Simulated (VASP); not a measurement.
# Na3Ti2O (P6/mmm) in VASP: single point with PBE

Aim: the single point of Na3Ti2O with PBE.

Everything below comes from runs of VASP 6.6.1. Logs are shortened: lines on timing, memory, paths and dates and some standing lists are left out, and cuts for length are marked.

### Step 1. The cell of the first run

It takes space group P6/mmm (No. 191, hexagonal). Conventional cell: a = 5.016 Å, b = 5.016 Å, c = 6.031 Å, α = 90.00°, β = 90.00°, γ = 120.00°. Na (site symmetry mmm) has 4 Na at 2.51 Å and 4 Ti at 3.35 Å within 3.4 Å. Ti (site symmetry -6m2) has 3 O at 2.90 Å and 3 Ti at 2.90 Å and 6 Na at 3.35 Å within 3.8 Å. Within 4.0 Å of O (site symmetry 6/mmm) lie 6 Ti at 2.90 Å and 12 Na at 3.92 Å.

The cell was built from a structure type or drawn by symmetry, and may not be a known phase.

### Step 2. Single point, PBE, collinear spin

Input file INCAR:

```
SYSTEM = Na3Ti2O
PREC = Accurate
ENCUT = 520
EDIFF = 1E-6
ISMEAR = 0
SIGMA = 0.1
LREAL = .False.
LASPH = .True.
NELM = 150
ALGO = Fast
ISIF = 2
LWAVE = .False.
LCHARG = .True.
ISPIN = 2
MAGMOM = 0 0 0 -2.16 -2.16 -0.17
LORBIT = 11
LMAXMIX = 4
GGA = PE
LELF = .True.
LVHAR = .True.
NBANDS = 38
```

Input file KPOINTS:

```
Automatic mesh
0
Gamma
  12 12 6
  0 0 0
```

Input file POSCAR:

```
Na3Ti2O
1.0
    5.0157850200      0.0000000000      0.0000000000
   -2.5078925100      4.3437972473      0.0000000000
    0.0000000000      0.0000000000      6.0307728388
Na Ti O
3 2 1
Direct
    0.5000000000      0.0000000000      0.5000000000
    0.0000000000      0.5000000000      0.5000000000
    0.5000000000      0.5000000000      0.5000000000
    0.3333333333      0.6666666667      0.0000000000
    0.6666666667      0.3333333333      0.0000000000
    0.0000000000      0.0000000000      0.0000000000
```

Potentials or basis: VASP PAW PBE potentials, release 64 (Na_pv, Ti_sv, O).

Started as:

```console
$ cat potpaw_PBE.64/Na_pv/POTCAR potpaw_PBE.64/Ti_sv/POTCAR potpaw_PBE.64/O/POTCAR > POTCAR
$ mpirun -np 1 vasp_std > vasp.out
```

OUTCAR:

```text
SYSTEM = Na3Ti2O
   PREC = Accurate
   ENCUT = 520
   EDIFF = 1E-6
   ISMEAR = 0
   LREAL = .False.
   LASPH = .True.
   NELM = 150
   ISIF = 2
   ISPIN = 2
   LORBIT = 11
   GGA = PE

 ion  position               nearest neighbor table
   1  0.500  0.000  0.500-   2 2.51   3 2.51   3 2.51   2 2.51
   2  0.000  0.500  0.500-   3 2.51   3 2.51   1 2.51   1 2.51
   3  0.500  0.500  0.500-   2 2.51   2 2.51   1 2.51   1 2.51
   4  0.333  0.667  0.000-   5 2.90   5 2.90   5 2.90
   5  0.667  0.333  0.000-   4 2.90   4 2.90   4 2.90
   6  0.000  0.000  0.000-

  LATTYP: Found a hexagonal cell.
 ALAT       =     5.0157850200
 C/A-ratio  =     1.2023587165

  Lattice vectors:

 A1 = (   5.0157850200,   0.0000000000,   0.0000000000)
 A2 = (  -2.5078925100,   4.3437972473,   0.0000000000)
 A3 = (   0.0000000000,   0.0000000000,   6.0307728388)

Analysis of symmetry for initial positions (statically):
=====================================================================
 Subroutine PRICEL returns:
 Original cell was already a primitive cell.

 Routine SETGRP: Setting up the symmetry group for a
 hexagonal supercell.

 Subroutine GETGRP returns: Found 24 space group operations
 (whereof 24 operations were pure point group operations)
 out of a pool of 24 trial point group operations.

The static configuration has the point symmetry D_6h.

Analysis of symmetry for dynamics (positions and initial velocities):
=====================================================================
 Subroutine PRICEL returns:
 Original cell was already a primitive cell.

 Routine SETGRP: Setting up the symmetry group for a
 hexagonal supercell.

 Subroutine GETGRP returns: Found 24 space group operations
 (whereof 24 operations were pure point group operations)
 out of a pool of 24 trial point group operations.

The dynamic configuration has the point symmetry D_6h.

Analysis of structural, dynamic, and magnetic symmetry:
=====================================================================
 Subroutine PRICEL returns:
 Original cell was already a primitive cell.

 Routine SETGRP: Setting up the symmetry group for a
 hexagonal supercell.

 Subroutine GETGRP returns: Found 24 space group operations
 (whereof 24 operations were pure point group operations)
 out of a pool of 24 trial point group operations.

The overall configuration has the point symmetry D_6h.

 Subroutine INISYM returns: Found 24 space group operations
 (whereof 24 operations are pure point group operations),
 and found     1 'primitive' translations

----------------------------------------------------------------------------------------

                                     Primitive cell

  volume of cell :     131.3958

  direct lattice vectors                    reciprocal lattice vectors
     5.015785020  0.000000000  0.000000000     0.199370586  0.115106662  0.000000000
    -2.507892510  4.343797247  0.000000000     0.000000000  0.230213323  0.000000000
     0.000000000  0.000000000  6.030772839     0.000000000  0.000000000  0.165816227

  length of vectors
     5.015785020  5.015785020  6.030772839     0.230213323  0.230213323  0.165816227

  position of ions in fractional coordinates (direct lattice)
     0.500000000  0.000000000  0.500000000
     0.000000000  0.500000000  0.500000000
     0.500000000  0.500000000  0.500000000
     0.333333333  0.666666667  0.000000000
     0.666666667  0.333333333  0.000000000
     0.000000000  0.000000000  0.000000000

  ion indices of the primitive-cell ions
   primitive index   ion index
                 1           1
                 2           2
                 3           3
                 4           4
                 5           5
                 6           6

----------------------------------------------------------------------------------------

 KPOINTS: Automatic mesh

Automatic generation of k-mesh.
 Grid dimensions read from file:
 generate k-points for:   12   12    6

 Generating k-lattice:

  Cartesian coordinates                     Fractional coordinates (reciprocal lattice)
     0.016614216  0.009592222  0.000000000     0.083333333 -0.000000000  0.000000000
     0.000000000  0.019184444  0.000000000     0.000000000  0.083333333  0.000000000
     0.000000000  0.000000000  0.027636038     0.000000000  0.000000000  0.166666667

  Length of vectors
     0.019184444  0.019184444  0.027636038

  Shift w.r.t. Gamma in fractional coordinates (k-lattice)
     0.000000000  0.000000000  0.000000000

 Subroutine IBZKPT returns following result:
 ===========================================

 Found     76 irreducible k-points:

 Following reciprocal coordinates:
            Coordinates               Weight
  0.000000  0.000000  0.000000      1.000000
  0.083333  0.000000  0.000000      6.000000
  0.166667  0.000000  0.000000      6.000000
  0.250000  0.000000  0.000000      6.000000
  0.333333  0.000000  0.000000      6.000000
  0.416667  0.000000  0.000000      6.000000
[... 16 lines left out ...]
  0.250000  0.000000  0.166667     12.000000
  0.333333  0.000000  0.166667     12.000000
 [... further k-points ...]
   k-points           NKPTS =     76   k-points in BZ     NKDIM =     76   number of bands    NBANDS=     38
   number of dos      NEDOS =    301   number of ions     NIONS =      6
   total plane-waves  NPLWV =  76800
   dimension x,y,z NGX =    40 NGY =   40 NGZ =   48
   dimension x,y,z NGXF=    80 NGYF=   80 NGZF=   96
   ions per type =               3   2   1
   NGX,Y,Z   is equivalent  to a cutoff of  13.26, 13.26, 13.23 a.u.
   NGXF,Y,Z  is equivalent  to a cutoff of  26.52, 26.52, 26.46 a.u.
 SYSTEM =  Na3Ti2O
   PREC   = accura    normal or accurate (medium, high low for compatibility)
   ISTART =      0    job   : 0-new  1-cont  2-samecut
   ICHARG =      2    charge: 1-file 2-atom 10-const
   ISPIN  =      2    spin polarized calculation?
   LNONCOLLINEAR =      F non collinear calculations
   LSORBIT =      F    spin-orbit coupling
   LASPH  =      T    aspherical Exc in radial PAW
   ENCUT  =  520.0 eV  38.22 Ry    6.18 a.u.   9.33  9.33 11.21*2*pi/ulx,y,z
   NELM   =    150;   NELMIN=  2; NELMDL= -5     # of ELM steps
   EDIFF  = 0.1E-05   stopping-criterion for ELM
   LREAL  =      F    real-space projection
   EDIFFG = 0.1E-04   stopping-criterion for IOM
   NSW    =      0    number of steps for IOM
   IBRION =     -1    ionic relax: 0-MD 1-quasi-New 2-CG
   NFREE  =      0    steps in history (QN), initial steepest desc. (CG)
   ISIF   =      2    stress and relaxation
   ISYM   =      2    0-nonsym 1-usesym 2-fastsym
   POTIM  = 0.5000    time-step for ionic-motion
   TEBEG  =    0.0;   TEEND  =   0.0 temperature during run
   PSTRESS=    0.0 pullay stress
   NELECT =      51.0000    total number of electrons
   NUPDOWN=      -1.0000    fix difference up-down
   EMIN   =  10.00;   EMAX   =-10.00  energy-range for DOS
   EFERMI =   0.00;   METHOD = LEGACY
   ISMEAR =     0;   SIGMA  =   0.10  broadening in eV -4-tet -1-fermi 0-gaus
   EFERMI_NEDOS =   21; number of points for ismear=-14 and -15
   IALGO  =     68    algorithm
   IMIX   =      4    mixing-type and parameters
     AMIX     =   0.40;   BMIX     =  1.00
     AMIX_MAG =   1.60;   BMIX_MAG =  1.00
  volume/ion in A,a.u.               =      21.90       147.78
  Fermi-wavevector in a.u.,A,eV,Ry     =   1.194184  2.256680 19.402919  1.426074
  Thomas-Fermi vector in A             =   2.330180
   LORBIT       =     11    0 simple, 1 ext, 2 COOP (PROOUT), +10 PAW based schemes
   GGA     = PE    functional components
   LHFCALC =     F    Hartree Fock is set to
   AEXX    =    0.0000 exact exchange contribution
   IVDW    =     0    specifies the selected vdW correction
   LEPSILON=     F    determine dielectric tensor
   LRPA    =     F    only Hartree local field effects (RPA)
 spin polarized calculation
 RMM-DIIS sequential band-by-band and
 Gauss-broadening in eV      SIGMA  =   0.10
  energy-cutoff  :      520.00
  volume of cell :      131.40
 maximum number of plane-waves:      3575
 NGX is ok and might be reduce to    40
   NGX = 19   NGY = 19   NGZ = 23

 number of electron      50.9999988 magnetization      -5.6158428

 Free energy of the ion-electron system (eV)
  ---------------------------------------------------
  ext. energy  EPLUGINS =         0.00000000
  ---------------------------------------------------
  free energy    TOTEN  =       -19.81441659 eV

  energy without entropy =      -19.79004484  energy(sigma->0) =      -19.80223072

 E-fermi :   2.9420     XC(G=0):  -8.5839

 val. band max:        2.9384521826   @ k =   0.1667   0.0000   0.0000
 cond. band min:       2.9445266758   @ k =   0.2500   0.1667   0.1667
 fundamental gap:      0.0060744932
 Fermi energy:         2.9420419853

 spin component 1

 k-point     1 :       0.0000    0.0000    0.0000
  band No.  band energies     occupation
      1     -53.0215      1.00000
      2     -52.9607      1.00000
      3     -29.3899      1.00000
      4     -29.3899      1.00000
      5     -29.2710      1.00000
      6     -29.2136      1.00000
[... 29 lines left out ...]
     36       7.8828      0.00000
     37       8.1854      0.00000

 k-point     2 :       0.0833    0.0000    0.0000
  band No.  band energies     occupation
      1     -53.0206      1.00000
      2     -52.9616      1.00000
      3     -29.3912      1.00000
      4     -29.3870      1.00000
      5     -29.2701      1.00000
      6     -29.2144      1.00000
[... 29 lines left out ...]
     36       7.5335      0.00000
     37       7.9214      0.00000
[... 838 lines left out ...]
     36       6.9671      0.00000
     37       7.4036      0.00000

 k-point    24 :       0.3333    0.0000    0.1667
  band No.  band energies     occupation
      1     -53.0087      1.00000
      2     -52.9736      1.00000
      3     -29.4041      1.00000
      4     -29.3519      1.00000
      5     -29.2588      1.00000
      6     -29.2257      1.00000
[... 29 lines left out ...]
     36       6.7235      0.00000
     37       7.1517      0.00000

 [... further k-points ...]

 spin component 2

 k-point     1 :       0.0000    0.0000    0.0000
  band No.  band energies     occupation
      1     -54.7359      1.00000
      2     -54.6717      1.00000
      3     -31.1153      1.00000
      4     -31.1153      1.00000
      5     -31.0028      1.00000
      6     -30.9431      1.00000
[... 29 lines left out ...]
     36       6.8687      0.00000
     37       7.2968      0.00000

 k-point     2 :       0.0833    0.0000    0.0000
  band No.  band energies     occupation
      1     -54.7350      1.00000
      2     -54.6727      1.00000
      3     -31.1166      1.00000
      4     -31.1122      1.00000
      5     -31.0019      1.00000
      6     -30.9440      1.00000
[... 29 lines left out ...]
     36       6.7326      0.00000
     37       7.5448      0.00000
[... 838 lines left out ...]
     36       6.3635      0.00000
     37       6.5764      0.00000

 k-point    24 :       0.3333    0.0000    0.1667
  band No.  band energies     occupation
      1     -54.7224      1.00000
      2     -54.6853      1.00000
      3     -31.1295      1.00000
      4     -31.0735      1.00000
      5     -30.9901      1.00000
      6     -30.9557      1.00000
[... 29 lines left out ...]
     36       6.1337      0.00000
     37       6.1827      0.00000

 [... further k-points ...]

 [bands above 37 left out]

------------------------ aborting loop because EDIFF is reached ----------------------------------------

  FORCE on cell =-STRESS in cart. coord.  units (eV):
  Direction    XX          YY          ZZ          XY          YZ          ZX
  --------------------------------------------------------------------------------------
  -------------------------------------------------------------------------------------
  Total       -0.0157038     -0.0157038     -0.0119221      0.0000000      0.0000000      0.0000000
  in kB       -0.1914849     -0.1914849     -0.1453723      0.0000000      0.0000000      0.0000000
  external PRESSURE =      -0.1761141 kB  Pullay stress =       0.0000000 kB

 VOLUME and BASIS-vectors are now :
 -----------------------------------------------------------------------------
  energy-cutoff  :      520.00
  volume of cell :      131.40
      direct lattice vectors                 reciprocal lattice vectors
     5.015785020  0.000000000  0.000000000     0.199370586  0.115106662  0.000000000
    -2.507892510  4.343797247  0.000000000     0.000000000  0.230213323  0.000000000
     0.000000000  0.000000000  6.030772839     0.000000000  0.000000000  0.165816227

 POSITION                                       TOTAL-FORCE (eV/Angst)
 -----------------------------------------------------------------------------------
      2.50789      0.00000      3.01539         0.000000      0.000000      0.000000
     -1.25395      2.17190      3.01539         0.000000      0.000000      0.000000
      1.25395      2.17190      3.01539         0.000000      0.000000      0.000000
     -0.00000      2.89586      0.00000         0.000000     -0.000000      0.000000
      2.50789      1.44793      0.00000        -0.000000      0.000000      0.000000
      0.00000      0.00000      0.00000         0.000000      0.000000      0.000000
 -----------------------------------------------------------------------------------
    total drift:                                0.000000     -0.000000      0.000000

  FREE ENERGIE OF THE ION-ELECTRON SYSTEM (eV)
  ---------------------------------------------------
  free  energy   TOTEN  =       -19.8144165914 eV

  energy  without entropy=      -19.7900448450  energy(sigma->0) =      -19.80223072

 total charge

# of ion       s       p       d       tot
------------------------------------------
    1        0.169   5.991   0.000   6.160
    2        0.169   5.991   0.000   6.160
    3        0.169   5.991   0.000   6.160
    4        2.177   6.018   1.916  10.111
    5        2.177   6.018   1.916  10.111
    6        1.588   3.145   0.000   4.733
--------------------------------------------------
tot          6.449  33.154   3.833  43.435

 magnetization (x)

# of ion       s       p       d       tot
------------------------------------------
    1        0.007  -0.014   0.000  -0.007
    2        0.007  -0.014   0.000  -0.007
    3        0.007  -0.014   0.000  -0.007
    4       -0.068  -0.059  -1.720  -1.847
    5       -0.068  -0.059  -1.720  -1.847
    6       -0.009  -0.070   0.000  -0.079
--------------------------------------------------
tot         -0.124  -0.229  -3.441  -3.794
```

Wall time 41 min (1 thread of Oxide Virtual Turin-like, shared host); peak memory 0.67 GiB.

What came out:

```
Free energy                                           : -19.8144 eV
Pressure                                              : 0.0 GPa
Net moment                                            : -5.62 μB per cell
Site moments                                          : Na -0.01; Ti -1.85; O -0.08 μB
Valence electrons inside the program's atomic spheres : Na 6.16; Ti 10.11; O 4.73
```

Levels at points of the mesh, in eV from the Fermi level:
Spin up:
| k point | band 21 | band 22 | band 23 | band 24 | band 25 | band 26 |
| --- | --- | --- | --- | --- | --- | --- |
| (0.00, 0.00, 0.00) | -2.57 | -1.89 | 0.59 | 1.26 | 1.26 | 1.29 |
| (0.50, 0.00, 0.00) | -1.78 | -1.09 | -1.08 | 0.78 | 0.91 | 1.04 |
| (0.00, 0.00, 0.50) | -2.56 | -1.65 | -0.75 | 1.11 | 1.13 | 1.13 |
| (0.50, 0.00, 0.50) | -2.18 | -1.12 | 0.15 | 0.35 | 0.36 | 0.66 |
Spin down:
| k point | band 26 | band 27 | band 28 | band 29 | band 30 | band 31 |
| --- | --- | --- | --- | --- | --- | --- |
| (0.00, 0.00, 0.00) | -0.46 | -0.46 | 0.13 | 0.43 | 0.91 | 0.91 |
| (0.50, 0.00, 0.00) | -0.74 | -0.28 | -0.12 | 0.29 | 0.52 | 1.21 |
| (0.00, 0.00, 0.50) | -0.55 | -0.45 | -0.45 | 0.31 | 0.87 | 0.87 |
| (0.50, 0.00, 0.50) | -0.72 | -0.48 | -0.37 | 0.30 | 0.90 | 1.05 |
